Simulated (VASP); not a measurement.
Set up this calculation in VASP 6.6.1, as the native input.

```
Task                   : single point
Functional             : PBEsol
Potentials or basis    : VASP PAW PBE potentials, release 64 (W_sv, C)
Cutoff                 : 520 eV
k mesh                 : 23 × 23 × 7
Occupations            : gaussian, width 0.15 eV
Spin                   : no spin polarisation
Dipole correction      : no
Further INCAR settings : ALGO = Normal; EDIFF = 1e-07; NBANDS = 36
```

The structure of WC lies in POSCAR:

```
WC
1.0
   -2.8984136670      0.0000000000      0.0000000000
   -1.4492068335     -2.5100998663      0.0000000000
    0.0000000000      0.0000000000      8.7328357108
W C
3 3
Direct
    0.0000000000      0.0000000000      0.8904085239
    0.0000000000      0.0000000000      0.2428269141
    0.0000000000      0.0000000000      0.5666177190
    0.6666666667      0.6666666667      0.0809315117
    0.6666666667      0.6666666667      0.4047223165
    0.6666666667      0.6666666667      0.7285131214
```

These files were run (other wordings do the same):

INCAR

```
PREC = Accurate
ENCUT = 520
EDIFF = 1E-7
ISMEAR = 0
SIGMA = 0.15
LREAL = F
LASPH = T
NELM = 60
ALGO = Normal
ISIF = 2
LWAVE = F
LCHARG = F
GGA = PS
NBANDS = 36
```

KPOINTS

```
regular mesh
0
Gamma
  23 23 7
```

Potentials or basis: VASP PAW PBE potentials, release 64 (W_sv, C).

Launch:

```bash
$ cat potpaw_PBE.64/W_sv/POTCAR potpaw_PBE.64/C/POTCAR > POTCAR
$ mpirun -np 1 vasp_std > vasp.out
```

It gave:

```
Pressure               : -8.4 GPa
Largest force          : 3.008 eV/Å
Band gap on the k mesh : zero (band 27 reaches 11.01 eV, above the bottom of band 28 at 10.34 eV)
```

Caveat: the PAW data sets were made with another functional, which shifts forces and pressure a little; spin-orbit coupling is left out, which moves the levels of the heavy elements.

It took 9.7 min on 1 thread of Intel(R) Xeon(R) Platinum 8488C (Sapphire Rapids), with other jobs on the host, peak memory 0.67 GiB.
